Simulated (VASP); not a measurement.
# HfIn4SiO6 (C2) in VASP: electric field gradients with PBE

Aim: the electric field gradients of HfIn4SiO6 with PBE.

Everything below comes from runs of VASP 6.6.1. Logs are shortened: lines on timing, memory, paths and dates and some standing lists are left out, and cuts for length are marked.

## Step 1: The cell of the first run

The structure is monoclinic, space group C2 (No. 5). Conventional cell: a = 5.432 Å, b = 9.407 Å, c = 7.636 Å, α = 90.00°, β = 104.07°, γ = 90.00°. Hf (site symmetry 2) has 6 O at 2.13 to 2.14 Å within 2.8 Å. In (site symmetry 2) has 2 O at 2.73 Å and 6 In at 3.12 to 3.18 Å within 3.6 Å. In (site symmetry 2) has 6 O at 2.23 Å within 2.9 Å. In (site symmetry 2) has 2 O at 2.73 Å and 6 In at 3.07 to 3.18 Å within 3.6 Å. In (site symmetry 2) has 2 O at 2.73 Å and 6 In at 3.07 to 3.17 Å within 3.6 Å. Si (site symmetry 2) has 6 O at 1.85 Å within 2.5 Å. Within 2.6 Å of O (site symmetry 1) lie 1 Si at 1.85 Å and 1 Hf at 2.13 Å and 1 In at 2.23 Å and 2 O at 2.45 to 2.59 Å. Within 2.6 Å of O (site symmetry 1) lie 1 Si at 1.85 Å and 1 Hf at 2.14 Å and 1 In at 2.23 Å and 2 O at 2.45 to 2.59 Å.

## Step 2: Electric field gradients, PBE

Input file INCAR:

```
SYSTEM = HfIn4SiO6
  PREC = Accurate
  ENCUT = 520
  EDIFF = 1E-8
  ISMEAR = -1
  SIGMA = 0.05
  LREAL = .FALSE.
  LASPH = .TRUE.
  NELM = 120
  ALGO = Normal
  ISIF = 2
  LWAVE = .FALSE.
  LCHARG = .FALSE.
  GGA = PE
  LEFG = .TRUE.
  NBANDS = 63
  GGA_COMPAT = .FALSE.
```

Input file KPOINTS:

```
regular mesh
0
G
  6 6 4
  0 0 0
```

Input file POSCAR:

```
HfIn4SiO6
1.0
    2.7158500000     -4.7035700000      0.0083300000
    2.7158500000      4.7035700000      0.0083300000
   -1.8791500000      0.0000000000      7.4012700000
Hf In Si O
1 4 1 6
Direct
    0.7883500000      0.2116500000      0.0000000000
    0.6217500000      0.3782500000      0.5000000000
    0.4550200000      0.5449800000      0.0000000000
    0.2840700000      0.7159300000      0.5000000000
    0.9581400000      0.0418600000      0.5000000000
    0.1216800000      0.8783200000      0.0000000000
    0.0621900000      0.1141500000      0.8666600000
    0.8858500000      0.9378100000      0.1333400000
    0.7949000000      0.5378400000      0.8666300000
    0.4621600000      0.2051000000      0.1333700000
    0.1535200000      0.6287900000      0.1333300000
    0.3712100000      0.8464800000      0.8666700000
```

Potentials or basis: VASP PAW PBE potentials, release 64 (Hf_pv, In_d, Si, O).

On the command line:

```bash
$ cat potpaw_PBE.64/Hf_pv/POTCAR potpaw_PBE.64/In_d/POTCAR potpaw_PBE.64/Si/POTCAR potpaw_PBE.64/O/POTCAR > POTCAR
$ mpirun -np 1 vasp_std > vasp.out
```

OUTCAR:

```text
SYSTEM = HfIn4SiO6
   PREC = Accurate
   ENCUT = 520
   EDIFF = 1E-8
   ISMEAR = -1
   LREAL = .FALSE.
   LASPH = .TRUE.
   NELM = 120
   ISIF = 2
   GGA = PE

 ion  position               nearest neighbor table
   1  0.788  0.212  0.000-   7 2.13   8 2.13  11 2.14  12 2.14   9 2.14  10 2.14   6 3.14   3 3.14
                             3 3.14   3 3.14   6 3.14   6 3.14
   2  0.622  0.378  0.500-   9 2.73  10 2.73   4 3.12   4 3.12   5 3.12   5 3.12   5 3.16   4 3.18

   3  0.455  0.545  0.000-  11 2.23  12 2.23   7 2.23   8 2.23   9 2.23  10 2.23   1 3.14   6 3.14
                             6 3.14   6 3.14   1 3.14   1 3.14
   4  0.284  0.716  0.500-  11 2.73  12 2.73   5 3.07   2 3.12   2 3.12   5 3.17   5 3.17   2 3.18

   5  0.958  0.042  0.500-   7 2.73   8 2.73   4 3.07   2 3.12   2 3.12   2 3.16   4 3.17   4 3.17

   6  0.122  0.878  0.000-   9 1.85  10 1.85  11 1.85  12 1.85   7 1.85   8 1.85   1 3.14   3 3.14
                             3 3.14   3 3.14   1 3.14   1 3.14
   7  0.062  0.114  0.867-   6 1.85   1 2.13   3 2.23   5 2.73
   8  0.886  0.938  0.133-   6 1.85   1 2.13   3 2.23   5 2.73
   9  0.795  0.538  0.867-   6 1.85   1 2.14   3 2.23   2 2.73
  10  0.462  0.205  0.133-   6 1.85   1 2.14   3 2.23   2 2.73
  11  0.154  0.629  0.133-   6 1.85   1 2.14   3 2.23   4 2.73
  12  0.371  0.846  0.867-   6 1.85   1 2.14   3 2.23   4 2.73

  LATTYP: Found a base centered monoclinic cell.
 ALAT       =     5.4317255495
 B/A-ratio  =     1.7318879450
 C/A-ratio  =     1.4058329280
 COS(beta)  =    -0.2431137066

  Lattice vectors:

 A1 = (   2.7158500000,  -4.7035700000,   0.0083300000)
 A2 = (   2.7158500000,   4.7035700000,   0.0083300000)
 A3 = (  -1.8791500000,   0.0000000000,   7.4012700000)

Analysis of symmetry for initial positions (statically):
=====================================================================
 Subroutine PRICEL returns:
 Original cell was already a primitive cell.

 Routine SETGRP: Setting up the symmetry group for a
 base centered monoclinic supercell.

 Subroutine GETGRP returns: Found  2 space group operations
 (whereof  2 operations were pure point group operations)
 out of a pool of  4 trial point group operations.

The static configuration has the point symmetry C_2 .
[... 1785 lines left out ...]
  energy-cutoff  :      520.00
  volume of cell :      189.24
      direct lattice vectors                 reciprocal lattice vectors
     2.715850000 -4.703570000  0.008330000     0.183961165 -0.106302234  0.046706933
     2.715850000  4.703570000  0.008330000     0.183961165  0.106302234  0.046706933
    -1.879150000  0.000000000  7.401270000    -0.000414090  0.000000000  0.135006811

 POSITION                                       TOTAL-FORCE (eV/Angst)
 -----------------------------------------------------------------------------------
      2.71585     -2.71255      0.00833        -0.000000      0.007328     -0.000000
      1.77628     -1.14532      3.70897        -0.000000      0.003113     -0.000000
      2.71585      0.42313      0.00833         0.000000      0.000607     -0.000000
      1.77628      2.03128      3.70897         0.000000     -0.003989     -0.000000
      1.77627     -4.30979      3.70897        -0.000000      0.001769     -0.000000
      2.71585      3.55891      0.00833        -0.000000      0.004289     -0.000000
     -1.14967      0.24440      6.41585        -0.047741      0.115698      0.028321
      4.70222      0.24440      1.00208         0.047741      0.115698     -0.028321
      1.99099     -1.20910      6.42526        -0.075928     -0.105349      0.025855
      1.56156     -1.20910      0.99267         0.075928     -0.105349     -0.025855
      1.87409      2.23547      0.99333        -0.120183     -0.016907     -0.025533
      1.67846      2.23547      6.42460         0.120183     -0.016907      0.025533
 -----------------------------------------------------------------------------------
    total drift:                                0.000000      0.000730     -0.000000

  FREE ENERGIE OF THE ION-ELECTRON SYSTEM (eV)
  ---------------------------------------------------
  free  energy   TOTEN  =       -76.5375462200 eV

  energy  without entropy=      -76.5137384875  energy(sigma->0) =      -76.52564235

 Electric field gradients (V/A^2)
---------------------------------------------------------------------
 ion       V_xx      V_yy      V_zz      V_xy      V_xz      V_yz
---------------------------------------------------------------------
   1    -129.962  -129.713   259.675     0.000    -1.159     0.000
   2    -125.725   -86.311   212.035     0.000    22.212     0.000
   3     -55.586   -55.768   111.353    -0.000    -0.465     0.000
   4    -101.622  -110.848   212.470     0.000   -14.937     0.000
   5     -91.868  -120.831   212.699     0.000   -10.550    -0.000
   6      -4.923    -4.854     9.777    -0.000    -0.276     0.000
   7      12.427    10.226   -22.653    29.489    11.978   -23.554
   8      12.427    10.226   -22.653   -29.489    11.978    23.554
   9      36.237   -13.793   -22.444   -15.664    14.761    22.088
  10      36.237   -13.793   -22.444    15.664    14.761   -22.088
  11     -14.288    37.272   -22.984    13.863   -26.457    -1.422
  12     -14.288    37.272   -22.984   -13.863   -26.457     1.422
---------------------------------------------------------------------

 Electric field gradients after diagonalization (V/A^2)
 (convention: |V_zz| > |V_xx| > |V_yy|)
----------------------------------------------------------------------
 ion       V_xx      V_yy      V_zz     asymmetry (V_yy - V_xx)/ V_zz
----------------------------------------------------------------------
   1    -129.965  -129.713   259.678       0.001
   2    -127.179   -86.311   213.490       0.191
   3     -55.768   -55.587   111.355       0.002
   4    -110.848  -102.331   213.179       0.040
   5    -120.831   -92.233   213.064       0.134
   6      -4.928    -4.854     9.782       0.008
   7      41.939     4.225   -46.165       0.817
   8      41.939     4.225   -46.165       0.817
   9      41.954     4.215   -46.169       0.817
  10      41.954     4.215   -46.169       0.817
  11      41.898     4.317   -46.215       0.813
  12      41.898     4.317   -46.215       0.813
----------------------------------------------------------------------

           NMR quadrupolar parameters

 Cq : quadrupolar parameter    Cq=e*Q*V_zz/h
 eta: asymmetry parameters     (V_yy - V_xx)/ V_zz
 Q  : nuclear electric quadrupole moment in mb (millibarn)
----------------------------------------------------------------------
 ion       Cq(MHz)       eta       Q (mb)
----------------------------------------------------------------------
   1       0.628       0.001       1.000
   2       0.516       0.191       1.000
   3       0.269       0.002       1.000
   4       0.515       0.040       1.000
   5       0.515       0.134       1.000
   6       0.024       0.008       1.000
   7      -0.112       0.817       1.000
   8      -0.112       0.817       1.000
   9      -0.112       0.817       1.000
  10      -0.112       0.817       1.000
  11      -0.112       0.813       1.000
  12      -0.112       0.813       1.000
----------------------------------------------------------------------
```

Wall time 13 min (1 thread of Intel Xeon Platinum 8488C (Sapphire Rapids), shared host); peak memory 0.62 GiB.

Results:

```yaml
Free_energy: -76.5375 eV
Pressure: -0.4 GPa
Largest_force: 0.132 eV/Å
Band_gap_on_the_k_mesh: zero (bands 51 and 52 overlap by 1.83 eV)
Largest_electric_field_gradient_by_atom: Hf +259.7; In +213.5, +111.4, +213.2, +213.1; Si +9.8; O -46.2 V/Å²
```

Forces in eV/Å, atoms in the order of the input:
```
Hf   0.000  0.007  0.000
In   0.000  0.003  0.000
In   0.000  0.001  0.000
In   0.000 -0.004  0.000
In   0.000  0.002  0.000
Si   0.000  0.004  0.000
O   -0.048  0.116  0.028
O    0.048  0.116 -0.028
O   -0.076 -0.105  0.026
O    0.076 -0.105 -0.026
O   -0.120 -0.017 -0.026
O    0.120 -0.017  0.026
```

Stress tensor (GPa, compression positive):
```
-0.32  0.00  0.01
 0.00 -0.40  0.00
 0.01  0.00 -0.46
```

Electric field gradients, principal values (V/Å²):
```csv
atom,least,middle,greatest (by size)
1 Hf,-129.713,-129.965,259.678
2 In,-86.311,-127.179,213.490
3 In,-55.587,-55.768,111.355
4 In,-102.331,-110.848,213.179
5 In,-92.233,-120.831,213.064
6 Si,-4.854,-4.928,9.782
7 O,4.225,41.939,-46.165
8 O,4.225,41.939,-46.165
9 O,4.215,41.954,-46.169
10 O,4.215,41.954,-46.169
11 O,4.317,41.898,-46.215
12 O,4.317,41.898,-46.215
```

Caveat: without QUAD_EFG the Cq values of the log hold for a quadrupole moment of 1 mb, not for the nuclei; spin-orbit coupling is left out, which moves the levels of the heavy elements.
